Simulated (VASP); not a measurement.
# LiF (I4mm) in VASP: a series of runs

LiF is run at these levels: PBE; tasks: single point.

All numbers are computed with VASP 6.6.1; they aren't measurements. Logs are shortened: lines on timing, memory, paths and dates and some standing lists are left out, and cuts for length are marked.

**1. The cell of the first run**

The structure is tetragonal, space group I4mm (No. 107). Conventional cell: a = 2.848 Å, b = 2.848 Å, c = 4.028 Å, α = 90.00°, β = 90.00°, γ = 90.00°. Li (site symmetry 4mm) has 6 F at 1.89 to 2.14 Å within 2.5 Å. F (site symmetry 4mm) has 6 Li at 1.89 to 2.14 Å within 2.5 Å.

**2. Single point, PBE**

INCAR reads:

```
ALGO = Normal ; EDIFF = 1E-6
ENCUT = 520 ; GGA = PE
ISIF = 2 ; ISMEAR = 0
LASPH = T ; LCHARG = T
LELF = T ; LREAL = F
LVHAR = T ; LWAVE = F
NBANDS = 12 ; NELM = 80
PREC = Accurate ; SIGMA = 0.05
```

KPOINTS reads:

```
k-points
0
Gamma
  10 10 10
```

POSCAR reads:

```
LiF
1.0
    0.0000000000      2.0140000000      2.0140000000
    2.0140000000      0.0000000000      2.0140000000
    2.0140000000      2.0140000000      0.0000000000
Li F
1 1
Direct
   -0.0310327706     -0.0310327706      0.0310327706
    0.5000000000      0.5000000000      0.5000000000
```

Potentials or basis: VASP PAW PBE potentials, release 64 (Li_sv, F).

Command:

```bash
> cat potpaw_PBE.64/Li_sv/POTCAR potpaw_PBE.64/F/POTCAR > POTCAR
> mpirun -np 1 vasp_std > vasp.out
```

OUTCAR:

```text
EDIFF = 1E-6
   ENCUT = 520
   GGA = PE
   ISIF = 2
   ISMEAR = 0
   LASPH = T
   LREAL = F
   NELM = 80
   PREC = Accurate

 ion  position               nearest neighbor table
   1  0.969  0.969  0.031-   2 1.89   2 2.02   2 2.02   2 2.02   2 2.02   2 2.14
   2  0.500  0.500  0.500-   1 1.89   1 2.02   1 2.02   1 2.02   1 2.02   1 2.14

  LATTYP: Found a face centered cubic cell.
 ALAT       =     4.0280000000

  Lattice vectors:

 A1 = (   0.0000000000,   2.0140000000,   2.0140000000)
 A2 = (   2.0140000000,   0.0000000000,   2.0140000000)
 A3 = (   2.0140000000,   2.0140000000,   0.0000000000)

Analysis of symmetry for initial positions (statically):
=====================================================================
 Subroutine PRICEL returns:
 Original cell was already a primitive cell.

 Routine SETGRP: Setting up the symmetry group for a
 face centered cubic supercell.

 Subroutine GETGRP returns: Found  8 space group operations
 (whereof  8 operations were pure point group operations)
 out of a pool of 48 trial point group operations.

The static configuration has the point symmetry C_4v.

Analysis of symmetry for dynamics (positions and initial velocities):
=====================================================================
 Subroutine PRICEL returns:
 Original cell was already a primitive cell.

 Routine SETGRP: Setting up the symmetry group for a
 face centered cubic supercell.

 Subroutine GETGRP returns: Found  8 space group operations
 (whereof  8 operations were pure point group operations)
 out of a pool of 48 trial point group operations.

The dynamic configuration has the point symmetry C_4v.

 Subroutine INISYM returns: Found  8 space group operations
 (whereof  8 operations are pure point group operations),
 and found     1 'primitive' translations

----------------------------------------------------------------------------------------

                                     Primitive cell

  volume of cell :      16.3384

  direct lattice vectors                    reciprocal lattice vectors
     0.000000000  2.014000000  2.014000000    -0.248262165  0.248262165  0.248262165
     2.014000000  0.000000000  2.014000000     0.248262165 -0.248262165  0.248262165
     2.014000000  2.014000000  0.000000000     0.248262165  0.248262165 -0.248262165

  length of vectors
     2.848226115  2.848226115  2.848226115     0.430002683  0.430002683  0.430002683

  position of ions in fractional coordinates (direct lattice)
     0.968967229  0.968967229  0.031032771
[... 89 lines left out ...]
   NELECT =      10.0000    total number of electrons
   NUPDOWN=      -1.0000    fix difference up-down
   EMIN   =  10.00;   EMAX   =-10.00  energy-range for DOS
   EFERMI =   0.00;   METHOD = LEGACY
   ISMEAR =     0;   SIGMA  =   0.05  broadening in eV -4-tet -1-fermi 0-gaus
   EFERMI_NEDOS =   21; number of points for ismear=-14 and -15
   IALGO  =     38    algorithm
   IMIX   =      4    mixing-type and parameters
     AMIX     =   0.40;   BMIX     =  1.00
     AMIX_MAG =   1.60;   BMIX_MAG =  1.00
  volume/ion in A,a.u.               =       8.17        55.13
  Fermi-wavevector in a.u.,A,eV,Ry     =   1.389970  2.626662 26.286674  1.932016
  Thomas-Fermi vector in A             =   2.513950
   LORBIT       =      0    0 simple, 1 ext, 2 COOP (PROOUT), +10 PAW based schemes
   GGA     = PE    functional components
   LHFCALC =     F    Hartree Fock is set to
   AEXX    =    0.0000 exact exchange contribution
   IVDW    =     0    specifies the selected vdW correction
   LEPSILON=     F    determine dielectric tensor
   LRPA    =     F    only Hartree local field effects (RPA)
 non-spin polarized calculation
 Gauss-broadening in eV      SIGMA  =   0.05
  energy-cutoff  :      520.00
  volume of cell :       16.34
 maximum number of plane-waves:       459
 NGX is ok and might be reduce to    24
   NGX = 11   NGY = 11   NGZ = 11

 number of electron      10.0000000 magnetization

 number of electron       9.9999999 magnetization

 Free energy of the ion-electron system (eV)
  ---------------------------------------------------
  ext. energy  EPLUGINS =         0.00000000
  ---------------------------------------------------
  free energy    TOTEN  =        -9.62346091 eV

  energy without entropy =       -9.62346091  energy(sigma->0) =       -9.62346091

 E-fermi :  -0.8219     XC(G=0):  -9.9755

 val. band max:       -1.0205130179   @ k =   0.0000   0.0000   0.0000
 cond. band min:       8.0434686578   @ k =   0.0000   0.0000   0.0000
 fundamental gap:      9.0639816757
 Fermi energy:        -0.8218866071

 k-point     1 :       0.0000    0.0000    0.0000
  band No.  band energies     occupation
      1     -41.9262      2.00000
      2     -20.9986      2.00000
      3      -1.0472      2.00000
      4      -1.0205      2.00000
      5      -1.0205      2.00000
      6       8.0435      0.00000
      7      22.3162      0.00000
      8      22.3162      0.00000
      9      23.0832      0.00000
     10      23.3280      0.00000
     11      23.9794      0.00000
     12      23.9794      0.00000
[... 331 lines left out ...]
 k-point    24 :       0.0000   -0.1000    0.1000
  band No.  band energies     occupation
      1     -41.9119      2.00000
      2     -20.8990      2.00000
      3      -1.6541      2.00000
      4      -1.2307      2.00000
      5      -1.0391      2.00000
      6       8.7692      0.00000
      7      18.7231      0.00000
      8      20.2750      0.00000
      9      21.1709      0.00000
     10      23.8337      0.00000
     11      24.9061      0.00000
     12      26.8801      0.00000

 [... further k-points ...]

------------------------ aborting loop because EDIFF is reached ----------------------------------------

  FORCE on cell =-STRESS in cart. coord.  units (eV):
  Direction    XX          YY          ZZ          XY          YZ          ZX
  --------------------------------------------------------------------------------------
  -------------------------------------------------------------------------------------
  Total        0.1526474      0.1526474      0.4012904      0.0000000     -0.0000000      0.0000000
  in kB       14.9689588     14.9689588     39.3514738      0.0000000     -0.0000000      0.0000000
  external PRESSURE =      23.0964638 kB  Pullay stress =       0.0000000 kB

 VOLUME and BASIS-vectors are now :
 -----------------------------------------------------------------------------
  energy-cutoff  :      520.00
  volume of cell :       16.34
      direct lattice vectors                 reciprocal lattice vectors
     0.000000000  2.014000000  2.014000000    -0.248262165  0.248262165  0.248262165
     2.014000000  0.000000000  2.014000000     0.248262165 -0.248262165  0.248262165
     2.014000000  2.014000000  0.000000000     0.248262165  0.248262165 -0.248262165

 POSITION                                       TOTAL-FORCE (eV/Angst)
 -----------------------------------------------------------------------------------
      2.01400      2.01400      3.90300         0.000000      0.000000      0.242540
      2.01400      2.01400      2.01400         0.000000      0.000000     -0.242540
 -----------------------------------------------------------------------------------
    total drift:                               -0.000001     -0.000001     -0.000072

  FREE ENERGIE OF THE ION-ELECTRON SYSTEM (eV)
  ---------------------------------------------------
  free  energy   TOTEN  =        -9.6234609076 eV

  energy  without entropy=       -9.6234609076  energy(sigma->0) =       -9.62346091
```

OSZICAR:

```text
N       E                     dE             d eps       ncg     rms          rms(c)
DAV:   1     0.316269283755E+02    0.31627E+02   -0.54514E+03  2536   0.847E+02
DAV:   2    -0.891637342021E+01   -0.40543E+02   -0.39646E+02  2976   0.187E+02
DAV:   3    -0.101264936570E+02   -0.12101E+01   -0.12070E+01  3248   0.283E+01
DAV:   4    -0.101411144410E+02   -0.14621E-01   -0.14620E-01  2816   0.316E+00
DAV:   5    -0.101412989157E+02   -0.18447E-03   -0.18447E-03  3120   0.271E-01    0.457E+00
DAV:   6    -0.961180703238E+01    0.52949E+00   -0.25316E+00  2724   0.987E+00    0.139E+00
DAV:   7    -0.961636207288E+01   -0.45550E-02   -0.19071E-02  3200   0.122E+00    0.864E-01
DAV:   8    -0.962335847131E+01   -0.69964E-02   -0.15361E-02  2904   0.129E+00    0.113E-01
DAV:   9    -0.962337627554E+01   -0.17804E-04   -0.10270E-03  2896   0.286E-01    0.441E-02
DAV:  10    -0.962345875373E+01   -0.82478E-04   -0.13643E-04  2796   0.938E-02    0.170E-02
DAV:  11    -0.962346100901E+01   -0.22553E-05   -0.10953E-05  3280   0.306E-02    0.199E-03
DAV:  12    -0.962346090762E+01    0.10139E-06   -0.65740E-07  2784   0.804E-03
   1 F= -.96234609E+01 E0= -.96234609E+01  d E =-.176033E-10
```

stdout:

```text
POSCAR found type information on POSCAR LiF
 POSCAR found :  2 types and       2 ions
 scaLAPACK will be used
 LDA part: xc-table for (Slater+PW92), standard interpolation
 POSCAR, INCAR and KPOINTS ok, starting setup
 FFT: planning ... GRIDC
 FFT: planning ... GRID_SOFT
 FFT: planning ... GRID
 WAVECAR not read
 entering main loop
```

Run time: 6.8 s. Hardware: 1 thread of Intel Xeon 6975P-C (Granite Rapids), shared host; peak memory 0.14 GiB.

What came out:

- Free energy: -9.6235 eV
- Largest force: 0.243 eV/Å
- Band gap on the k mesh: 9.06 eV, direct

Forces on the atoms (eV/Å):
```
Li   0.000  0.000  0.243
F    0.000  0.000 -0.243
```

Caveat: the cell differs from its parent crystal (all Li atoms moved +0.125 Å, as atom 1 towards its neighbour atom 2 (F) at 2.014 Å); the cutoff is under 1.25 times the usual one of these potentials, so pressure, stress and relaxed cells hold a basis-set (Pulay) error. A k mesh can miss the band edges.

**3. Single point, PBE**

INCAR reads:

```
PREC = Accurate ; ENCUT = 520
EDIFF = 1E-6 ; ISMEAR = 0
SIGMA = 0.05 ; LREAL = F
LASPH = T ; NELM = 100
ALGO = Normal ; ISIF = 2
LWAVE = F ; LCHARG = F
GGA = PE ; NBANDS = 12
```

KPOINTS reads:

```
Automatic mesh
0
Gamma
  10 10 10
```

POSCAR, as its differences from that of step 2:

```diff
@@ -8,3 +8,3 @@
 Direct
-   -0.0310327706     -0.0310327706      0.0310327706
+   -0.0155163853     -0.0155163853      0.0155163853
     0.5000000000      0.5000000000      0.5000000000
```

Potentials or basis: VASP PAW PBE potentials, release 64 (Li_sv, F).

Command:

```bash
> cat potpaw_PBE.64/Li_sv/POTCAR potpaw_PBE.64/F/POTCAR > POTCAR
> mpirun -np 1 vasp_std > vasp.out
```

It took 6.6 s on 1 thread of Intel Xeon 6975P-C (Granite Rapids), shared host; peak memory 0.14 GiB.

It converged, with:

- Free energy: -9.6342 eV
- Largest force: 0.109 eV/Å
- Band gap on the k mesh: 9.08 eV, direct

Forces on the atoms (eV/Å):
```
Li   0.000  0.000  0.109
F    0.000  0.000 -0.109
```

Levels at points of the mesh, in eV from the valence-band top:
```csv
k point,band 1,band 2,band 3,band 4,band 5,band 6,band 7,band 8,band 9,band 10
"(0.00, 0.00, 0.00)",-40.92,-19.98,-0.01,0.00,0.00,9.08,23.71,23.71,24.00,24.33
"(0.50, 0.00, 0.00)",-40.86,-19.54,-2.52,-0.23,-0.23,10.78,16.71,18.90,18.95,30.34
"(0.50, 0.50, 0.00)",-40.84,-19.28,-3.00,-1.00,-1.00,14.77,16.47,17.50,20.24,20.24
"(0.00, 0.50, 0.50)",-40.84,-19.28,-3.01,-1.00,-1.00,14.81,16.43,17.35,20.28,20.39
```

Caveat: the cell differs from its parent crystal (all Li atoms moved +0.062 Å, as atom 1 towards its neighbour atom 2 (F) at 2.014 Å); the cutoff is under 1.25 times the usual one of these potentials, so pressure, stress and relaxed cells hold a basis-set (Pulay) error. A k mesh can miss the band edges.
